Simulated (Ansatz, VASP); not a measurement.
## Two plane-wave programs on Bi

```
CELL_PARAMETERS angstrom
-1.75871 2.06344 2.17016
1.75871 -2.06344 2.17016
1.75871 2.06344 -2.17016
ATOMIC_POSITIONS crystal
Bi 0.50000 0.00000 0.50000
```

Alike in both runs: task relaxation of cell and atoms; functional PBE; k mesh 20 × 20 × 20; occupations gaussian, width 0.1 eV; no spin polarisation.

|  | VASP | Ansatz |
| --- | --- | --- |
| version | VASP 6.6.1 | Ansatz 0.2.0 |
| potentials or method | VASP PAW PBE potentials, release 64 (Bi_d), cutoff 500 eV | scalar-relativistic, plane waves, PAW |
| valence electrons in the cell | 15 | 15 |

|  | VASP | Ansatz | Ansatz less VASP |
| --- | --- | --- | --- |
| gap on the k mesh at the Fermi level, each at its own relaxed structure (eV) | none | none | - |
| relaxed volume (Å³/atom) | 31.90 | 31.93 | +0.021 |
| relaxed cell length with the largest relative difference (Å) | 3.483 | 3.484 | +0.0006 |

A gap of «none» marks a metal or a gap that the smearing closes.

Spin-orbit coupling is off throughout.
